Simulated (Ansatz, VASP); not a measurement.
# Two plane-wave programs on CdSe

```
CELL_PARAMETERS angstrom
4.30214 0.00000 0.00000
-2.15107 3.72576 0.00000
0.00000 0.00000 7.02146
ATOMIC_POSITIONS crystal
Cd 0.33333 0.66667 0.00013
Cd 0.66667 0.33333 0.50013
Se 0.33333 0.66667 0.37587
Se 0.66667 0.33333 0.87587
```

Change from the starting cell: polar distortion scaled by 1.00.

Alike in both runs: task single point; functional LDA; k mesh 9 × 9 × 6; no spin polarisation.

|  | VASP | Ansatz |
| --- | --- | --- |
| version | VASP 6.6.1 | Ansatz 0.2.0 |
| potentials or method | VASP PAW LDA potentials, release 64 (Cd, Se), cutoff 520 eV | scalar-relativistic, plane waves, PAW |
| occupations | gaussian, width 0.01 eV | fixed |
| valence electrons in the cell | 36 | 72 |

Ansatz gave:

- gap on the k mesh at the Fermi level (eV): 0.39
- least direct gap on the mesh (eV): 0.39
- pressure (GPa): -2.0

Q: Which values does VASP return?

A: gap on the k mesh at the Fermi level (eV): 0.42; least direct gap on the mesh (eV): 0.42; pressure (GPa): -1.5.

Ansatz warns that its potentials were made for another functional, while VASP's fit it. LDA's correlation is that of Perdew and Zunger in VASP and of Perdew and Wang (1992) in Ansatz. VASP's potentials hold 36 valence electrons a cell and Ansatz's 72, so a difference there can come from the potentials and not from the codes.
